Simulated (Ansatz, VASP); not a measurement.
**One calculation of KF, two programs**

```
K F
1.0
     0.00000    2.70204    2.70204
     2.70204    0.00000    2.70204
     2.70204    2.70204    0.00000
K F
1 1
Direct
  0.00000 0.00000 0.00000
  0.50000 0.50000 0.50000
```

Change from the starting cell: hydrostatic strain +1.6%.

Alike in both runs: task single point; functional PBE; k mesh 8 × 8 × 8; occupations fermi-dirac, width 0.02 eV; no spin polarisation.

|  | VASP | Ansatz |
| --- | --- | --- |
| version | VASP 6.6.1 | Ansatz 0.2.0 |
| potentials or method | VASP PAW PBE potentials, release 64 (K_sv, F) | plane waves, PAW |
| plane-wave cutoff (eV) | 520 | 420 |
| valence electrons in the cell | 16 | 16 |

|  | VASP | Ansatz | Ansatz less VASP |
| --- | --- | --- | --- |
| gap on the k mesh at the Fermi level (eV) | 5.99 | 6.01 | +0.015 |
| pressure (GPa) | 0.3 | 0.3 | -0.02 |

With one functional, cell and mesh, what is left measures potentials, basis and numerics.
